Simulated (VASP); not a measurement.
# Mg2Br3 (P-3m1) in VASP: further runs

Runs on Mg2Br3. Level: PBE. Tasks: single point.

Everything below comes from runs of VASP 6.6.1. Logs are shortened: lines on timing, memory, paths and dates and some standing lists are left out, and cuts for length are marked.

## Step 1: The cell of the first run

The structure is trigonal, space group P-3m1 (No. 164). The conventional cell has a = 4.508 Å, b = 4.508 Å, c = 7.014 Å, α = 90.00°, β = 90.00°, γ = 120.00°. Within 3.6 Å of Mg (site symmetry 3m) lie 7 Br at 2.71 to 3.12 Å. Br (site symmetry -3m) has 6 Mg at 3.12 Å and 6 Br at 3.60 Å within 4.1 Å. Within 3.7 Å of Br (site symmetry 3m) lie 4 Mg at 2.71 to 2.81 Å and 6 Br at 3.30 to 3.60 Å.

## Step 2: Single point, PBE

Input file INCAR:

```
SYSTEM = Mg2Br3
PREC = Accurate
ENCUT = 520
EDIFF = 1E-7
ISMEAR = 0
SIGMA = 0.1
LREAL = .False.
LASPH = .True.
NELM = 60
ALGO = Normal
ISIF = 2
LWAVE = .False.
LCHARG = .True.
GGA = PE
LELF = .True.
LVHAR = .True.
NBANDS = 20
```

Input file KPOINTS:

```
regular mesh
0
Gamma
  6 6 4
  0 0 0
```

Input file POSCAR:

```
Mg2Br3
1.0
    4.5082638255      0.0000000000      0.0000000000
   -2.2541319127      3.9042709998      0.0000000000
    0.0000000000      0.0000000000      7.0141262057
Mg Br
2 3
Direct
    0.3333333333      0.6666666667      0.2450000000
    0.6666666667      0.3333333333      0.7550000000
    0.0000000000      0.0000000000      0.0000000000
    0.3333333333      0.6666666667      0.6450000000
    0.6666666667      0.3333333333      0.3550000000
```

Potentials or basis: VASP PAW PBE potentials, release 64 (Mg, Br).

The run is started by

```sh
$ cat potpaw_PBE.64/Mg/POTCAR potpaw_PBE.64/Br/POTCAR > POTCAR
$ mpirun -np 1 vasp_std > vasp.out
```

OUTCAR:

```text
SYSTEM = Mg2Br3
   PREC = Accurate
   ENCUT = 520
   EDIFF = 1E-7
   ISMEAR = 0
   LREAL = .False.
   LASPH = .True.
   NELM = 60
   ISIF = 2
   GGA = PE

 ion  position               nearest neighbor table
   1  0.333  0.667  0.245-   5 2.71   5 2.71   5 2.71   4 2.81   3 3.12   3 3.12   3 3.12
   2  0.667  0.333  0.755-   4 2.71   4 2.71   4 2.71   5 2.81   3 3.12   3 3.12   3 3.12
   3  0.000  0.000  0.000-   1 3.12   2 3.12   1 3.12   2 3.12   2 3.12   1 3.12
   4  0.333  0.667  0.645-   2 2.71   2 2.71   2 2.71   1 2.81
   5  0.667  0.333  0.355-   1 2.71   1 2.71   1 2.71   2 2.81

  LATTYP: Found a hexagonal cell.
 ALAT       =     4.5082638255
 C/A-ratio  =     1.5558375635

  Lattice vectors:

 A1 = (   4.5082638255,   0.0000000000,   0.0000000000)
 A2 = (  -2.2541319127,   3.9042709998,   0.0000000000)
 A3 = (   0.0000000000,   0.0000000000,   7.0141262057)

Analysis of symmetry for initial positions (statically):
=====================================================================
 Subroutine PRICEL returns:
 Original cell was already a primitive cell.

 Routine SETGRP: Setting up the symmetry group for a
 hexagonal supercell.

 Subroutine GETGRP returns: Found 12 space group operations
 (whereof 12 operations were pure point group operations)
 out of a pool of 24 trial point group operations.

The static configuration has the point symmetry D_3d.

Analysis of symmetry for dynamics (positions and initial velocities):
=====================================================================
 Subroutine PRICEL returns:
 Original cell was already a primitive cell.

 Routine SETGRP: Setting up the symmetry group for a
 hexagonal supercell.

 Subroutine GETGRP returns: Found 12 space group operations
 (whereof 12 operations were pure point group operations)
 out of a pool of 24 trial point group operations.

The dynamic configuration has the point symmetry D_3d.

 Subroutine INISYM returns: Found 12 space group operations
 (whereof 12 operations are pure point group operations),
 and found     1 'primitive' translations

----------------------------------------------------------------------------------------

                                     Primitive cell

  volume of cell :     123.4590

  direct lattice vectors                    reciprocal lattice vectors
     4.508263826  0.000000000  0.000000000     0.221814880  0.128064881  0.000000000
    -2.254131913  3.904271000  0.000000000     0.000000000  0.256129761  0.000000000
     0.000000000  0.000000000  7.014126206     0.000000000  0.000000000  0.142569434

  length of vectors
     4.508263826  4.508263825  7.014126206     0.256129761  0.256129761  0.142569434

  position of ions in fractional coordinates (direct lattice)
     0.333333333  0.666666667  0.245000000
     0.666666667  0.333333333  0.755000000
     0.000000000  0.000000000  0.000000000
     0.333333333  0.666666667  0.645000000
     0.666666667  0.333333333  0.355000000

  ion indices of the primitive-cell ions
   primitive index   ion index
                 1           1
                 2           2
                 3           3
                 4           4
                 5           5

----------------------------------------------------------------------------------------

 KPOINTS: regular mesh

Automatic generation of k-mesh.
 Grid dimensions read from file:
 generate k-points for:    6    6    4

 Generating k-lattice:

  Cartesian coordinates                     Fractional coordinates (reciprocal lattice)
     0.036969147  0.021344147  0.000000000     0.166666667  0.000000000  0.000000000
     0.000000000  0.042688294  0.000000000     0.000000000  0.166666667  0.000000000
     0.000000000  0.000000000  0.035642358     0.000000000  0.000000000  0.250000000

  Length of vectors
     0.042688294  0.042688294  0.035642358

  Shift w.r.t. Gamma in fractional coordinates (k-lattice)
     0.000000000  0.000000000  0.000000000

 Subroutine IBZKPT returns following result:
 ===========================================

 Found     24 irreducible k-points:

 Following reciprocal coordinates:
            Coordinates               Weight
  0.000000  0.000000  0.000000      1.000000
  0.166667 -0.000000  0.000000      6.000000
  0.333333  0.000000  0.000000      6.000000
  0.500000 -0.000000  0.000000      3.000000
  0.166667  0.166667  0.000000      6.000000
  0.333333  0.166667  0.000000     12.000000
[... 16 lines left out ...]
  0.333333  0.166667  0.500000     12.000000
  0.333333  0.333333  0.500000      2.000000
   k-points           NKPTS =     24   k-points in BZ     NKDIM =     24   number of bands    NBANDS=     20
   number of dos      NEDOS =    301   number of ions     NIONS =      5
   total plane-waves  NPLWV =  69984
   dimension x,y,z NGX =    36 NGY =   36 NGZ =   54
   dimension x,y,z NGXF=    72 NGYF=   72 NGZF=  108
   ions per type =               2   3
   NGX,Y,Z   is equivalent  to a cutoff of  13.28, 13.28, 12.80 a.u.
   NGXF,Y,Z  is equivalent  to a cutoff of  26.55, 26.55, 25.60 a.u.
 SYSTEM =  Mg2Br3
   PREC   = accura    normal or accurate (medium, high low for compatibility)
   ISTART =      0    job   : 0-new  1-cont  2-samecut
   ICHARG =      2    charge: 1-file 2-atom 10-const
   ISPIN  =      1    spin polarized calculation?
   LNONCOLLINEAR =      F non collinear calculations
   LSORBIT =      F    spin-orbit coupling
   LASPH  =      T    aspherical Exc in radial PAW
   ENCUT  =  520.0 eV  38.22 Ry    6.18 a.u.   8.38  8.38 13.04*2*pi/ulx,y,z
   NELM   =     60;   NELMIN=  2; NELMDL= -5     # of ELM steps
   EDIFF  = 0.1E-06   stopping-criterion for ELM
   LREAL  =      F    real-space projection
   EDIFFG = 0.1E-05   stopping-criterion for IOM
   NSW    =      0    number of steps for IOM
   IBRION =     -1    ionic relax: 0-MD 1-quasi-New 2-CG
   NFREE  =      0    steps in history (QN), initial steepest desc. (CG)
   ISIF   =      2    stress and relaxation
   ISYM   =      2    0-nonsym 1-usesym 2-fastsym
   POTIM  = 0.5000    time-step for ionic-motion
   TEBEG  =    0.0;   TEEND  =   0.0 temperature during run
   PSTRESS=    0.0 pullay stress
   NELECT =      25.0000    total number of electrons
   NUPDOWN=      -1.0000    fix difference up-down
   EMIN   =  10.00;   EMAX   =-10.00  energy-range for DOS
[... 21 lines left out ...]
 maximum number of plane-waves:      3357
 NGX is ok and might be reduce to    36
   NGX = 17   NGY = 17   NGZ = 27

 number of electron      25.0000004 magnetization

 Free energy of the ion-electron system (eV)
  ---------------------------------------------------
  ext. energy  EPLUGINS =         0.00000000
  ---------------------------------------------------
  free energy    TOTEN  =       -12.33317822 eV

  energy without entropy =      -12.32328335  energy(sigma->0) =      -12.32823078

 E-fermi :   4.9589     XC(G=0):  -8.7743

 val. band max:        4.9508489204   @ k =   0.5000  -0.0000   0.5000
 cond. band min:       5.0192623534   @ k =   0.3333   0.0000   0.5000
 fundamental gap:      0.0684134330
 Fermi energy:         4.9588759880

 k-point     1 :       0.0000    0.0000    0.0000
  band No.  band energies     occupation
      1     -13.3314      2.00000
      2     -12.2883      2.00000
      3     -11.9615      2.00000
      4      -1.7295      2.00000
      5      -1.6377      2.00000
      6      -1.3121      2.00000
[... 12 lines left out ...]
     19       7.7117      0.00000
     20       8.7589      0.00000

 k-point     2 :       0.1667   -0.0000    0.0000
  band No.  band energies     occupation
      1     -13.2433      2.00000
      2     -12.3178      2.00000
      3     -11.9510      2.00000
      4      -2.3452      2.00000
      5      -1.8960      2.00000
      6      -1.5293      2.00000
[... 12 lines left out ...]
     19       8.6439      0.00000
     20       9.1266      0.00000

 k-point     3 :       0.3333    0.0000    0.0000
  band No.  band energies     occupation
      1     -13.0204      2.00000
      2     -12.4202      2.00000
      3     -11.9337      2.00000
      4      -2.8002      2.00000
      5      -2.3032      2.00000
      6      -1.8399      2.00000
[... 12 lines left out ...]
     19       9.7499      0.00000
     20       9.8625      0.00000

 k-point     4 :       0.5000   -0.0000    0.0000
  band No.  band energies     occupation
      1     -12.8414      2.00000
      2     -12.5378      2.00000
      3     -11.9265      2.00000
      4      -2.8256      2.00000
      5      -2.5875      2.00000
      6      -1.9654      2.00000
[... 12 lines left out ...]
     19       9.7890      0.00000
     20      10.3310      0.00000

 k-point     5 :       0.1667    0.1667    0.0000
  band No.  band energies     occupation
      1     -13.0863      2.00000
      2     -12.3829      2.00000
      3     -11.9397      2.00000
      4      -2.6838      2.00000
      5      -2.2477      2.00000
      6      -1.6831      2.00000
[... 12 lines left out ...]
     19       9.1665      0.00000
     20       9.5992      0.00000

 k-point     6 :       0.3333    0.1667    0.0000
  band No.  band energies     occupation
      1     -12.8544      2.00000
      2     -12.5172      2.00000
      3     -11.9344      2.00000
      4      -2.7665      2.00000
      5      -2.4548      2.00000
      6      -2.0605      2.00000
[... 12 lines left out ...]
     19       9.5148      0.00000
     20      10.0215      0.00000

 k-point     7 :       0.3333    0.3333    0.0000
  band No.  band energies     occupation
      1     -12.6654      2.00000
      2     -12.6654      2.00000
      3     -11.9412      2.00000
      4      -2.5023      2.00000
      5      -2.5023      2.00000
      6      -2.3269      2.00000
[... 12 lines left out ...]
     19       9.9304      0.00000
     20       9.9304      0.00000
[... 277 lines left out ...]
 k-point    20 :       0.3333    0.0000    0.5000
  band No.  band energies     occupation
      1     -12.9833      2.00000
      2     -12.4920      2.00000
      3     -11.9006      2.00000
      4      -2.9094      2.00000
      5      -2.1317      2.00000
      6      -1.6922      2.00000
[... 12 lines left out ...]
     19       8.8980      0.00000
     20       9.6716      0.00000

 k-point    21 :       0.5000   -0.0000    0.5000
  band No.  band energies     occupation
      1     -12.8456      2.00000
      2     -12.5179      2.00000
      3     -11.9436      2.00000
      4      -3.2665      2.00000
      5      -2.3218      2.00000
      6      -1.7934      2.00000
[... 12 lines left out ...]
     19       9.7199      0.00000
     20      10.2180      0.00000

 k-point    22 :       0.1667    0.1667    0.5000
  band No.  band energies     occupation
      1     -13.0372      2.00000
      2     -12.4963      2.00000
      3     -11.8760      2.00000
      4      -2.5483      2.00000
      5      -2.2109      2.00000
      6      -1.9451      2.00000
[... 12 lines left out ...]
     19       8.4114      0.00000
     20      10.1504      0.00000

 k-point    23 :       0.3333    0.1667    0.5000
  band No.  band energies     occupation
      1     -12.8413      2.00000
      2     -12.5302      2.00000
      3     -11.9343      2.00000
      4      -3.0653      2.00000
      5      -2.5320      2.00000
      6      -2.2579      2.00000
[... 12 lines left out ...]
     19       9.5988      0.00000
     20      10.2319      0.00000

 k-point    24 :       0.3333    0.3333    0.5000
  band No.  band energies     occupation
      1     -12.6644      2.00000
      2     -12.6644      2.00000
      3     -11.9404      2.00000
      4      -2.8645      2.00000
      5      -2.8645      2.00000
      6      -2.6748      2.00000
[... 12 lines left out ...]
     19       9.2611      0.00000
     20       9.2611      0.00000

------------------------ aborting loop because EDIFF is reached ----------------------------------------

  FORCE on cell =-STRESS in cart. coord.  units (eV):
  Direction    XX          YY          ZZ          XY          YZ          ZX
  --------------------------------------------------------------------------------------
  -------------------------------------------------------------------------------------
  Total        2.2815802      2.2815802      3.2690055      0.0000000      0.0000000      0.0000000
  in kB       29.6089817     29.6089817     42.4231958      0.0000000      0.0000000      0.0000000
  external PRESSURE =      33.8803864 kB  Pullay stress =       0.0000000 kB

 VOLUME and BASIS-vectors are now :
 -----------------------------------------------------------------------------
  energy-cutoff  :      520.00
  volume of cell :      123.46
      direct lattice vectors                 reciprocal lattice vectors
     4.508263826  0.000000000  0.000000000     0.221814880  0.128064881  0.000000000
    -2.254131913  3.904271000  0.000000000     0.000000000  0.256129761  0.000000000
     0.000000000  0.000000000  7.014126206     0.000000000  0.000000000  0.142569434

 POSITION                                       TOTAL-FORCE (eV/Angst)
 -----------------------------------------------------------------------------------
     -0.00000      2.60285      1.71846         0.000000     -0.000000     -0.496683
      2.25413      1.30142      5.29567         0.000000      0.000000      0.496683
      0.00000      0.00000      0.00000        -0.000000      0.000000      0.000000
     -0.00000      2.60285      4.52411        -0.000000     -0.000000      0.352403
      2.25413      1.30142      2.49001         0.000000      0.000000     -0.352403
 -----------------------------------------------------------------------------------
    total drift:                               -0.000000     -0.000000      0.000000

  FREE ENERGIE OF THE ION-ELECTRON SYSTEM (eV)
  ---------------------------------------------------
  free  energy   TOTEN  =       -12.3331782157 eV

  energy  without entropy=      -12.3232833480  energy(sigma->0) =      -12.32823078
```

It took 52 s on 1 thread of AMD EPYC 9R45 (Zen 5), shared host; peak memory 0.23 GiB.

What came out:

```
Free energy            : -12.3332 eV
Pressure               : 3.4 GPa
Largest force          : 0.497 eV/Å
Band gap on the k mesh : zero (an odd number of electrons rules out a gap without spin polarisation)
```

Forces on the atoms (eV/Å):
```
Mg   0.000  0.000 -0.497
Mg   0.000  0.000  0.497
Br   0.000  0.000  0.000
Br   0.000  0.000  0.352
Br   0.000  0.000 -0.352
```

Stress tensor (GPa, compression positive):
```
2.96 0.00 0.00
0.00 2.96 0.00
0.00 0.00 4.24
```

Caveat: the cell stands under pressure; an odd number of electrons without spin polarisation forces a metal; a magnetic or distorted state may lie lower.

## Step 3: Single point, PBE

This run uses another cell than the first one, of 30.23 Å³/atom.

Input file INCAR:

```
SYSTEM = Mg2Br3
PREC = Accurate ; ENCUT = 520
EDIFF = 1E-6 ; ISMEAR = 0
SIGMA = 0.1 ; LREAL = .False.
LASPH = .True. ; NELM = 100
ALGO = Normal ; ISIF = 2
LWAVE = .False. ; LCHARG = .True.
GGA = PE ; LELF = .True.
LVHAR = .True. ; NBANDS = 20
```

KPOINTS is that of step 2.

Input file POSCAR:

```
Mg2Br3
1.0
    4.1367059640      0.0000000000      0.0000000000
   -2.0683529820      3.5824924529      0.0000000000
    0.0000000000      0.0000000000     10.1999848014
Mg Br
2 3
Direct
    0.3333333333      0.6666666667      0.1746829468
    0.6666666667      0.3333333333      0.8253170532
    0.0000000000      0.0000000000      0.0000000000
    0.3333333333      0.6666666667      0.6927577882
    0.6666666667      0.3333333333      0.3072422118
```

Potentials or basis: VASP PAW PBE potentials, release 64 (Mg, Br).

The run is started by

```sh
$ cat potpaw_PBE.64/Mg/POTCAR potpaw_PBE.64/Br/POTCAR > POTCAR
$ mpirun -np 1 vasp_std > vasp.out
```

Wall time 56 s (1 thread of AMD EPYC 9R45 (Zen 5), shared host); peak memory 0.26 GiB.

The run converged. Its results:

| Item | Value |
| --- | --- |
| Free energy | -13.1559 eV |
| Pressure | -0.1 GPa |
| Largest force | 0.016 eV/Å |
| Band gap on the k mesh | zero (an odd number of electrons rules out a gap without spin polarisation) |

Forces on the atoms (eV/Å):
```
Mg   0.000  0.000  0.010
Mg   0.000  0.000 -0.010
Br   0.000  0.000  0.000
Br   0.000  0.000  0.016
Br   0.000  0.000 -0.016
```

Stress tensor (GPa, compression positive):
```
-0.14  0.00  0.00
 0.00 -0.14  0.00
 0.00  0.00  0.00
```

Levels at points of the mesh, in eV from the Fermi level:
| k point | band 9 | band 10 | band 11 | band 12 | band 13 | band 14 | band 15 | band 16 | band 17 | band 18 |
| --- | --- | --- | --- | --- | --- | --- | --- | --- | --- | --- |
| (0.00, 0.00, 0.00) | -4.89 | -4.80 | -4.80 | -4.60 | -1.42 | 0.55 | 0.63 | 3.18 | 3.18 | 3.91 |
| (0.50, 0.00, 0.00) | -5.34 | -5.28 | -5.09 | -4.99 | -0.62 | 1.37 | 1.40 | 2.23 | 3.03 | 3.70 |
| (0.00, 0.00, 0.50) | -4.86 | -4.86 | -4.82 | -4.82 | -1.04 | 0.15 | 0.74 | 3.15 | 3.15 | 4.00 |
| (0.50, 0.00, 0.50) | -5.48 | -5.33 | -5.05 | -4.83 | -0.53 | 1.12 | 1.19 | 2.50 | 3.15 | 3.60 |

Caveat: this functional lacks dispersion, which binds layers or chains, so the pressure and a relaxed spacing across them are unreliable; an odd number of electrons without spin polarisation forces a metal; a magnetic or distorted state may lie lower.

## Step 4: Single point, PBE

This run uses another cell than the first one, of 30.68 Å³/atom.

Input file INCAR:

```
ALGO = Normal
EDIFF = 1E-6
ENCUT = 520
GGA = PE
ISIF = 2
ISMEAR = 0
LASPH = True
LCHARG = False
LREAL = False
LWAVE = False
NBANDS = 20
NELM = 80
PREC = Accurate
SIGMA = 0.1
```

Input file KPOINTS:

```
k-points
0
Gamma
  12 12 4
```

Input file POSCAR:

```
Mg2Br3
1.0
    4.1127963935      0.0000000000      0.0000000000
   -2.0563981968      3.5617861574      0.0000000000
    0.0000000000      0.0000000000     10.4711010606
Mg Br
2 3
Direct
    0.3333333333      0.6666666667      0.1729460412
    0.6666666667      0.3333333333      0.8270539588
    0.0000000000      0.0000000000      0.0000000000
    0.3333333333      0.6666666667      0.6967073961
    0.6666666667      0.3333333333      0.3032926039
```

The run is started by

```sh
$ cat potpaw_PBE.64/Mg/POTCAR potpaw_PBE.64/Br/POTCAR > POTCAR
$ mpirun -np 1 vasp_std > vasp.out
```

It took 2.4 min on 1 thread of AMD EPYC 9R45 (Zen 5), shared host; peak memory 0.36 GiB.

Results (log left out):

```yaml
Free_energy: -13.1572 eV
Pressure: -0.1 GPa
Largest_force: 0.011 eV/Å
Band_gap_on_the_k_mesh: zero (an odd number of electrons rules out a gap without spin polarisation)
```

Forces on the atoms (eV/Å):
```
Mg   0.000  0.000  0.002
Mg   0.000  0.000 -0.002
Br   0.000  0.000  0.000
Br   0.000  0.000  0.011
Br   0.000  0.000 -0.011
```

Levels at points of the mesh, in eV from the Fermi level:
```
           k point  band 9  band 10  band 11  band 12  band 13  band 14  band 15  band 16  band 17  band 18
(0.00, 0.00, 0.00)   -4.87    -4.79    -4.79    -4.68    -1.38     0.55     0.68     3.28     3.28     3.86
(0.50, 0.00, 0.00)   -5.38    -5.28    -5.08    -5.01    -0.59     1.36     1.37     2.22     2.95     3.63
(0.00, 0.00, 0.50)   -4.85    -4.85    -4.80    -4.80    -1.05     0.17     0.79     3.27     3.27     3.89
(0.50, 0.00, 0.50)   -5.49    -5.31    -5.05    -4.88    -0.51     1.12     1.22     2.44     3.08     3.63
```

Caveat: this functional lacks dispersion, which binds layers or chains, so the pressure and a relaxed spacing across them are unreliable; an odd number of electrons without spin polarisation forces a metal; a magnetic or distorted state may lie lower.

## Step 5: Summary

```csv
cell,k mesh,gap on the mesh (eV),pressure (GPa),largest force (eV/Å)
"a = 4.508, b = 4.508, c = 7.014 Å, angles 90.0, 90.0, 120.0°, 5 atoms, atomic positions A",6 × 6 × 4,none,3.4,0.50
"a = 4.137, b = 4.137, c = 10.200 Å, angles 90.0, 90.0, 120.0°, 5 atoms, atomic positions B",6 × 6 × 4,none,-0.1,0.02
"a = 4.113, b = 4.113, c = 10.471 Å, angles 90.0, 90.0, 120.0°, 5 atoms, atomic positions C",12 × 12 × 4,none,-0.1,0.01
```

Alike in all rows: task single point; level PBE; potentials or basis VASP PAW PBE potentials, release 64 (Mg, Br); no spin polarisation; cutoff (eV) 520; smearing gaussian 0.1 eV.

Caveats: an odd number of electrons without spin polarisation forces a metal; a magnetic or distorted state may lie lower; this functional lacks dispersion, which binds layers or chains, so the pressure and a relaxed spacing across them are unreliable (at least some runs); the cell stands under pressure (at least some runs).

Absolute energies hang on the potentials; compare differences alone.

The gap in the log of VASP goes by the Fermi energy; the results here count the filled bands.